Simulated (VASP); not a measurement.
Al3InSb4, 8 atoms in the cell. It takes space group I-42m (No. 121, tetragonal). The conventional cell has a = 6.384 Å, b = 6.384 Å, c = 12.757 Å, α = 90.00°, β = 90.00°, γ = 90.00°. Within 3.6 Å of Al (site symmetry -4) lie 4 Sb at 2.73 Å. Within 3.6 Å of Al (site symmetry -42m) lie 4 Sb at 2.72 Å. Sb (site symmetry m) has 3 Al at 2.72 to 2.73 Å and 1 In at 2.88 Å within 3.6 Å. Within 3.8 Å of In (site symmetry -42m) lie 4 Sb at 2.88 Å. 

| Item | Value |
| --- | --- |
| Program | VASP 6.6.1 |
| Task | single point |
| Functional | PBE |
| Potentials or basis | VASP PAW PBE potentials, release 64 (Al, Sb, In_d) |
| Cutoff | 500 eV |
| k mesh | 6 × 6 × 6 |
| Occupations | gaussian, width 0.01 eV |
| Spin | no spin polarisation |
| Dipole correction | no |
| Further INCAR settings | ALGO = Normal; EDIFF = 1e-06; NBANDS = 31 |

Potentials or basis: VASP PAW PBE potentials, release 64 (Al, Sb, In_d).

Run with:

```console
$ cat potpaw_PBE.64/Al/POTCAR potpaw_PBE.64/Sb/POTCAR potpaw_PBE.64/In_d/POTCAR > POTCAR
$ mpirun -np 1 vasp_std > vasp.out
```

Hardware: 1 thread of Intel Xeon 8259CL, with other jobs on the host.

Question: How long does it take, and how much memory?

Answer: It took 11 min on 1 thread of Intel Xeon 8259CL (shared host), peak memory 0.63 GiB. Counts: scf iterations 14, k points 30.
